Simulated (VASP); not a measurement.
Here is a VASP 6.6.1 calculation.

The input POSCAR:

```
ZrB2
1.0
    3.1025546911      0.0000000029      0.0000000000
   -1.5512773480      2.6868911776      0.0000000000
    0.0000000000      0.0000000000      3.4800597700
Zr B
1 2
Direct
    0.0000000000      0.0000000000      0.0000000000
    0.3333333333      0.6666666667      0.5000000000
    0.6666666667      0.3333333333      0.5000000000
```

INCAR.step1

```
SYSTEM = ZrB2
ALGO = Normal
EDIFF = 1E-4
ENCUT = 520
GGA = PE
ISMEAR = -1
LASPH = .TRUE.
LCHARG = .FALSE.
LREAL = .FALSE.
LWAVE = .TRUE.
NBANDS = 16
NELM = 80
PREC = Accurate
SIGMA = 0.1
```

INCAR.step2

```
SYSTEM = ZrB2
ALGO = Normal
EDIFF = 1E-6
ENCUT = 520
ISIF = 2
ISMEAR = -1
ISTART = 1
LASPH = .TRUE.
LCHARG = .TRUE.
LELF = .TRUE.
LMIXTAU = .TRUE.
LREAL = .FALSE.
LVHAR = .TRUE.
LWAVE = .FALSE.
METAGGA = R2SCAN
NBANDS = 16
NELM = 80
PREC = Accurate
SIGMA = 0.1
```

KPOINTS

```
k-points
0
G
  12 12 10
  0 0 0
```

Potentials or basis: VASP PAW PBE potentials, release 64 (Zr_sv, B).

The run is started by

```sh
$ cat potpaw_PBE.64/Zr_sv/POTCAR potpaw_PBE.64/B/POTCAR > POTCAR
$ cp INCAR.step1 INCAR
$ mpirun -np 1 vasp_std > vasp.out
$ cp INCAR.step2 INCAR
$ mpirun -np 1 vasp_std > vasp.out
```

Predict the band gap on the k mesh.

zero (band 9 reaches 11.93 eV, above the bottom of band 10 at 10.64 eV).

Estimate the pressure.

17.0 GPa.

Stress tensor (GPa, compression positive):
```
17.54  0.00  0.00
 0.00 17.54  0.00
 0.00  0.00 16.02
```

Caveat: the PAW data sets were made with another functional, which shifts forces and pressure a little.
